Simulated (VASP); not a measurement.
## Mn: single point with PBEsol

The system is Mn.

```
CELL_PARAMETERS angstrom
0.00000 2.84625 2.84625
2.84625 0.00000 2.84625
2.84625 2.84625 0.00000
ATOMIC_POSITIONS crystal
Mn 0.00000 0.00000 0.00000
Mn 0.25000 0.25000 0.25000
```

This isn't the form of Mn at room conditions, which is a 58-atom cubic cell.

```
Program             : VASP 6.6.1
Task                : single point
Functional          : PBEsol
Potentials or basis : VASP PAW PBE potentials, release 64 (Mn_pv)
Cutoff              : 520 eV
k mesh              : 12 × 12 × 12
Occupations         : gaussian, width 0.1 eV
Spin                : collinear spin, ferromagnetic start
Starting moments    : [4.71, 4.71] μB
```

```json
{"Pressure": "-0.1 GPa", "Net moment": "7.75 μB per cell", "Site moments": "Mn +3.68 μB", "Valence electrons inside the program's atomic spheres": "Mn 11.54"}
```

Levels at points of the mesh, in eV from the Fermi level:
Spin up:
| k point | band 15 | band 16 | band 17 | band 18 | band 19 | band 20 |
| --- | --- | --- | --- | --- | --- | --- |
| (0.00, 0.00, 0.00) | -1.66 | -0.75 | -0.75 | 8.92 | 8.92 | 8.92 |
| (0.50, 0.00, 0.00) | -1.38 | -0.88 | -0.88 | 0.07 | 6.22 | 6.22 |
| (0.50, 0.50, 0.00) | -0.75 | -0.75 | 0.48 | 0.48 | 2.94 | 2.94 |
Spin down:
```
           k point  band 6  band 7  band 8  band 9  band 10  band 11  band 12  band 13
(0.00, 0.00, 0.00)  -45.48   -5.04    0.01    0.01     0.08     0.08     0.08     1.45
(0.50, 0.00, 0.00)  -45.45   -2.23   -1.17   -0.01    -0.01     0.20     0.20     0.27
(0.50, 0.50, 0.00)  -45.43   -1.09   -1.09   -0.33    -0.33     0.30     0.30     1.48
```

It took 110 s on 1 thread of Oxide Virtual Turin-like Processor (shared host), peak memory 0.22 GiB.

Caveat: the PAW data sets were made with another functional, which shifts forces and pressure a little.
